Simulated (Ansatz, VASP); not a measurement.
BN in VASP and in Ansatz

Contents of INCAR:

```
SYSTEM = BN
ALGO = Normal ; EDIFF = 1E-6
ENCUT = 520 ; GGA = PE
ISIF = 2 ; ISMEAR = 0
LASPH = .TRUE. ; LCHARG = .TRUE.
LELF = .TRUE. ; LREAL = .FALSE.
LVHAR = .TRUE. ; LWAVE = .FALSE.
NBANDS = 16 ; NELM = 80
PREC = Accurate ; SIGMA = 0.05
```

The input KPOINTS:

```
k-points
0
G
  12 12 6
  0 0 0
```

Contents of POSCAR:

```
BN
1.0
    2.5539396017      0.0000000000      0.0000000000
   -1.2769698009      2.2117765748      0.0000000000
    0.0000000000      0.0000000000      4.2268550000
B N
2 2
Direct
    0.7220675423      0.4441350845      0.9997240000
    0.2779324577      0.5558649155      0.4997240000
    0.6073252298      0.2146504596      0.6252760000
    0.3926747702      0.7853495404      0.1252760000
```

Input for Ansatz:

```yaml
crystal:
  lattice:
    - [2.5539396017, 0.0, 0.0]
    - [-1.2769698009, 2.2117765748, 0.0]
    - [0.0, 0.0, 4.226855]
  atoms:
    - { symbol: B, position: [0.7220675423, 0.4441350845, 0.999724] }
    - { symbol: B, position: [0.2779324577, 0.5558649155, 0.499724] }
    - { symbol: "N", position: [0.6073252298, 0.2146504596, 0.625276] }
    - { symbol: "N", position: [0.3926747702, 0.7853495404, 0.125276] }
basis:
  ecutwfc: 420
kpoints:
  mp_grid: { grid: [12, 12, 6] }
hamiltonian:
  xc: pbe
scf:
  occupations: { method: gaussian, width: 0.05 }
output:
  forces: true
  stress: true
  eigenvalues: true
```

Change from the starting cell: mode 4 (471.6 1/cm) frozen in, largest displacement +0.263 Å.

Alike in both runs: task single point; functional PBE; k mesh 12 × 12 × 6; occupations gaussian, width 0.05 eV; no spin polarisation.

```csv
,VASP,Ansatz
version,VASP 6.6.1,Ansatz 0.2.0
potentials or method,"VASP PAW PBE potentials, release 64 (B, N), cutoff 520 eV","scalar-relativistic, plane waves, PAW"
valence electrons in the cell,16,16
```

```csv
,VASP,Ansatz,Ansatz less VASP
gap on the k mesh at the Fermi level (eV),3.89,3.90,+0.011
least direct gap on the mesh (eV),7.00,7.01,+0.009
pressure (GPa),-0.1,-0.3,-0.16
"traceless stress, the component that is largest in VASP (GPa)",11.38,11.57,+0.190
rms of the force components (eV/Å),1.611,1.611,+0.0001
```

Atom by atom the forces differ by 0.005 eV/Å (rms over components). With one functional, cell and mesh, what is left measures potentials, basis and numerics.
